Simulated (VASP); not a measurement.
Wanted: the native input for a VASP 6.6.1 run.

```yaml
Task: single point
Functional: PBE
Potentials_or_basis: VASP PAW PBE potentials, release 64 (Bi_d)
Cutoff: 520 eV
k_mesh: 14 × 14 × 8
Occupations: fermi-dirac, width 0.05 eV
Spin: no spin polarisation
Dipole_correction: no
Further_INCAR_settings: ALGO = Normal; EDIFF = 1e-06; NBANDS = 22
```

The structure of Bi lies in POSCAR:

```
Bi
1.0
    3.5412669699      0.0000000000      0.0000000000
   -1.7706334849      3.0668271576      0.0000000000
    0.0000000000      0.0000000000      5.8382415133
Bi
2
Direct
    0.3333333333      0.6666666667      0.2500000000
    0.6666666667      0.3333333333      0.7500000000
```

This isn't the form of Bi at room conditions, which is rhombohedral.

These files were run (other wordings do the same):

INCAR

```
SYSTEM = Bi
ALGO = Normal
EDIFF = 1E-6
ENCUT = 520
GGA = PE
ISIF = 2
ISMEAR = -1
LASPH = .TRUE.
LCHARG = .FALSE.
LREAL = .FALSE.
LWAVE = .FALSE.
NBANDS = 22
NELM = 100
PREC = Accurate
SIGMA = 0.05
```

KPOINTS

```
k-points
0
G
  14 14 8
  0 0 0
```

Potentials or basis: VASP PAW PBE potentials, release 64 (Bi_d).

Run with:

```bash
$ cat potpaw_PBE.64/Bi_d/POTCAR > POTCAR
$ mpirun -np 1 vasp_std > vasp.out
```

It gave:

| Item | Value |
| --- | --- |
| Pressure | -0.1 GPa |
| Band gap on the k mesh | zero (bands 15 and 16 overlap by 6.59 eV) |

Caveat: spin-orbit coupling is left out, which moves the levels of the heavy elements.

It took 3.1 min on 1 thread of Intel Xeon 8259CL, with other jobs on the host, peak memory 0.27 GiB.
